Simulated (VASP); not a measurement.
# Ge (P6_3/mmc) in VASP: a series of runs, part 2 of 2

VASP 6.6.1. Earlier steps stand in the parts before.

## 3. Relaxation of cell and atoms, PBEsol, target pressure 10 GPa, at which the enthalpy is minimised

Contents of INCAR:

```
SYSTEM = Ge
PREC     = Accurate       ! precision mode
ENCUT    = 600            ! plane-wave cutoff, eV
EDIFF    = 1E-6           ! SCF threshold, eV
ISMEAR   = -1             ! smearing method
SIGMA    = 0.1            ! smearing width, eV
LREAL    = .FALSE.        ! projectors in reciprocal space
LASPH    = .TRUE.         ! aspherical terms in the spheres
NELM     = 100            ! most SCF steps
ALGO     = Normal         ! electronic algorithm
ISIF     = 3              ! what is computed and relaxed
LWAVE    = .FALSE.        ! write WAVECAR
LCHARG   = .FALSE.        ! write CHGCAR
GGA      = PS             ! functional
IBRION   = 2              ! ionic algorithm
NSW      = 80             ! ionic steps
EDIFFG   = -0.005         ! ionic threshold
PSTRESS  = 100.0
```

Contents of KPOINTS:

```
Automatic mesh
0
G
  7 7 4
  0 0 0
```

Contents of POSCAR:

```
Ge
1.0
    3.9975900000      0.0000000000      0.0000000000
   -1.9987900000      3.4620100000      0.0000000000
    0.0000000000      0.0000000000      6.5993800000
Ge
4
Direct
    0.6666666667      0.3333333333      0.0629000000
    0.3333333333      0.6666666667      0.5629000000
    0.6666666667      0.3333333333      0.4371000000
    0.3333333333      0.6666666667      0.9371000000
```

Potentials or basis: VASP PAW PBE potentials, release 64 (Ge_d).

The run is started by

```console
> cat potpaw_PBE.64/Ge_d/POTCAR > POTCAR
> mpirun -np 1 vasp_std > vasp.out
```

OUTCAR:

```text
SYSTEM = Ge
   PREC = Accurate
   ENCUT = 600
   EDIFF = 1E-6
   ISMEAR = -1
   LREAL = .FALSE.
   LASPH = .TRUE.
   NELM = 100
   ISIF = 3
   GGA = PS
   IBRION = 2
   NSW = 80
   EDIFFG = -0.005
   PSTRESS = 100.0

 ion  position               nearest neighbor table
   1  0.667  0.333  0.063-   4 2.45   4 2.45   4 2.45   3 2.47
   2  0.333  0.667  0.563-   3 2.45   3 2.45   3 2.45   4 2.47
   3  0.667  0.333  0.437-   2 2.45   2 2.45   2 2.45   1 2.47
   4  0.333  0.667  0.937-   1 2.45   1 2.45   1 2.45   2 2.47

  LATTYP: Found a hexagonal cell.
 ALAT       =     3.9975900000
 C/A-ratio  =     1.6508396309

  Lattice vectors:

 A1 = (   3.9975900000,   0.0000000000,   0.0000000000)
 A2 = (  -1.9987900000,   3.4620100000,   0.0000000000)
 A3 = (   0.0000000000,   0.0000000000,   6.5993800000)

Analysis of symmetry for initial positions (statically):
=====================================================================
 Subroutine PRICEL returns:
 Original cell was already a primitive cell.

 Routine SETGRP: Setting up the symmetry group for a
 hexagonal supercell.

 Subroutine GETGRP returns: Found 24 space group operations
 (whereof 12 operations were pure point group operations)
 out of a pool of 24 trial point group operations.

The static configuration has the point symmetry D_3d.
[... 165 lines left out ...]
  free energy    TOTEN  =       -19.67053425 eV

  energy without entropy =      -19.66148805  energy(sigma->0) =      -19.66601115

------------------------ aborting loop because EDIFF is reached ----------------------------------------

  FORCE on cell =-STRESS in cart. coord.  units (eV):
  Direction    XX          YY          ZZ          XY          YZ          ZX
  --------------------------------------------------------------------------------------
  -------------------------------------------------------------------------------------
  Total        0.0408450      0.0408449     -0.2342955      0.0000001      0.0000000      0.0000000
  in kB        0.7165055      0.7165036     -4.1100284      0.0000010      0.0000000      0.0000000
  external PRESSURE =    -100.8923398 kB  Pullay stress =     100.0000000 kB
[... 103 lines left out ...]
  energy  without entropy=      -19.3966676390  energy(sigma->0) =      -19.40101823

  enthalpy is  TOTEN    =       -14.3158182788 eV   P V=        5.0895505471

[... ionic steps 4 to 11 ...]

--------------------------------------- Ionic step       12  -------------------------------------------

 number of electron      55.9999990 magnetization

------------------------ aborting loop because EDIFF is reached ----------------------------------------
[... 75 lines left out ...]
--------------------------------------- Ionic step       14  -------------------------------------------

 number of electron      55.9999987 magnetization

 Free energy of the ion-electron system (eV)
  ---------------------------------------------------
  ext. energy  EPLUGINS =         0.00000000
  ---------------------------------------------------
  free energy    TOTEN  =       -19.39809412 eV

  energy without entropy =      -19.38932229  energy(sigma->0) =      -19.39370821

 E-fermi :   6.1145     XC(G=0): -10.6395

 val. band max:        5.8046771737   @ k =   0.0000   0.0000   0.0000
 cond. band min:       6.1793617039   @ k =   0.0000   0.0000   0.0000
 fundamental gap:      0.3746845302
 Fermi energy:         6.1145484322

 k-point     1 :       0.0000    0.0000    0.0000
  band No.  band energies     occupation
      1     -19.0449      2.00000
      2     -19.0449      2.00000
      3     -18.9952      2.00000
      4     -18.9915      2.00000
      5     -18.9915      2.00000
      6     -18.9812      2.00000
[... 888 lines left out ...]
  energy  without entropy=      -19.3893222858  energy(sigma->0) =      -19.39370821

  enthalpy is  TOTEN    =       -14.3160895623 eV   P V=        5.0820045620

 reached required accuracy - stopping structural energy minimisation
```

OSZICAR:

```text
N       E                     dE             d eps       ncg     rms          rms(c)
DAV:   1     0.514823867743E+03    0.51482E+03   -0.31407E+04  1801   0.502E+03
DAV:   2     0.688725778878E+02   -0.44595E+03   -0.43880E+03  1584   0.904E+02
[... 98 lines left out ...]
  13 F= -.14316034E+02 E0= -.14311654E+02  d E =-.376638E-04
       N       E                     dE             d eps       ncg     rms          rms(c)
DAV:   1    -0.193983409835E+02   -0.19189E-02   -0.77413E-03  2337   0.781E-01    0.918E-02
DAV:   2    -0.193981756836E+02    0.16530E-03   -0.39025E-04  1943   0.377E-01    0.548E-02
DAV:   3    -0.193980902816E+02    0.85402E-04   -0.23357E-04  2032   0.222E-01    0.838E-03
DAV:   4    -0.193980948776E+02   -0.45960E-05   -0.80383E-05  1638   0.126E-01    0.539E-03
DAV:   5    -0.193980941243E+02    0.75327E-06   -0.36121E-06  1495   0.235E-02
  14 F= -.14316090E+02 E0= -.14311704E+02  d E =-.930054E-04
```

It took 6.7 min on 1 thread of Intel Xeon Platinum 8488C (Sapphire Rapids), shared host; peak memory 0.26 GiB.

What came out:

- Free energy: -19.3981 eV
- Relaxed volume: 20.36 Å³/atom
- Relaxed cell: a = 3.847 Å, b = 3.847 Å, c = 6.353 Å, α = 90.00°, β = 90.00°, γ = 120.00°
- Space group after relaxing (to 0.05 Å): P6_3/mmc (No. 194)
- Energy change on relaxing (the enthalpy is what falls): +68.1 meV/atom
- Ionic steps: 14
- Pressure after relaxing: 10.0 GPa

Step by step:
| step | energy change (eV) | largest force (eV/Å) | pressure (GPa) | volume (Å³) |
| --- | --- | --- | --- | --- |
| 1 | 0.0000 | 0.0015 | -0.09 | 91.33 |
| 2 | 1.0704 | 0.0434 | 24.00 | 73.61 |
| 3 | 0.2652 | 0.0274 | 9.75 | 81.54 |
| 4 | 0.2769 | 0.0281 | 10.23 | 81.36 |
| 5 | 0.2573 | 0.0008 | 9.54 | 81.67 |
| 6 | 0.2696 | 0.0192 | 9.98 | 81.47 |
| 7 | 0.2686 | 0.0159 | 9.90 | 81.49 |
| 8 | 0.2692 | 0.0188 | 9.91 | 81.48 |
| 9 | 0.2694 | 0.0201 | 9.89 | 81.47 |
| 10 | 0.2773 | 0.0051 | 10.25 | 81.35 |
| 11 | 0.2752 | 0.0105 | 9.99 | 81.38 |
| 12 | 0.2758 | 0.0081 | 10.05 | 81.37 |
| 13 | 0.2741 | 0.0050 | 10.04 | 81.40 |
| 14 | 0.2724 | 0.0018 | 10.00 | 81.42 |

Final structure:
```cif
data_structure
_symmetry_space_group_name_H-M 'P 1'
_symmetry_Int_Tables_number 1
_cell_length_a 3.8471
_cell_length_b 3.8471
_cell_length_c 6.3526
_cell_angle_alpha 90.000
_cell_angle_beta 90.000
_cell_angle_gamma 120.000
_cell_volume 81.42
loop_
_atom_site_label
_atom_site_type_symbol
_atom_site_fract_x
_atom_site_fract_y
_atom_site_fract_z
_atom_site_occupancy
Ge1 Ge 0.66667 0.33333 0.06323 1
Ge2 Ge 0.33333 0.66667 0.56323 1
Ge3 Ge 0.66667 0.33333 0.43677 1
Ge4 Ge 0.33333 0.66667 0.93677 1
```

Caveat: the cell is relaxed towards a set pressure, so the enthalpy falls and the energy may rise; the PAW data sets were made with another functional, which shifts forces and pressure a little.
